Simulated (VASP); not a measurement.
Here is a VASP 6.6.1 calculation.

The input INCAR:

```
PREC     = Accurate       # precision mode
ENCUT    = 520            # plane-wave cutoff, eV
EDIFF    = 1E-6           # SCF threshold, eV
ISMEAR   = -1             # smearing method
SIGMA    = 0.1            # smearing width, eV
LREAL    = False          # projectors in reciprocal space
LASPH    = True           # aspherical terms in the spheres
NELM     = 60             # most SCF steps
ALGO     = Normal         # electronic algorithm
ISIF     = 2              # what is computed and relaxed
LWAVE    = False          # write WAVECAR
LCHARG   = True           # write CHGCAR
GGA      = RE             # functional
LELF     = True           # ELF
LVHAR    = True         
NBANDS   = 12             # bands
```

File KPOINTS:

```
Automatic mesh
0
Gamma
  14 14 14
```

The input POSCAR:

```
Cd
1.0
   -1.8999303488      1.8999303488      1.8999303488
    1.8999303488     -1.8999303488      1.8999303488
    1.8999303488      1.8999303488     -1.8999303488
Cd
1
Direct
    0.0000000000      0.0000000000      0.0000000000
```

Potentials or basis: VASP PAW PBE potentials, release 64 (Cd).

Launch:

```sh
$ cat potpaw_PBE.64/Cd/POTCAR > POTCAR
$ mpirun -np 1 vasp_std > vasp.out
```

(1) Predict the pressure.

(2) Estimate the band gap on the k mesh.

## Answers

(1) -2.0 GPa.

(2) zero (band 6 reaches 4.80 eV, above the bottom of band 7 at 0.33 eV).

Caveat: the PAW data sets were made with another functional, which shifts forces and pressure a little.
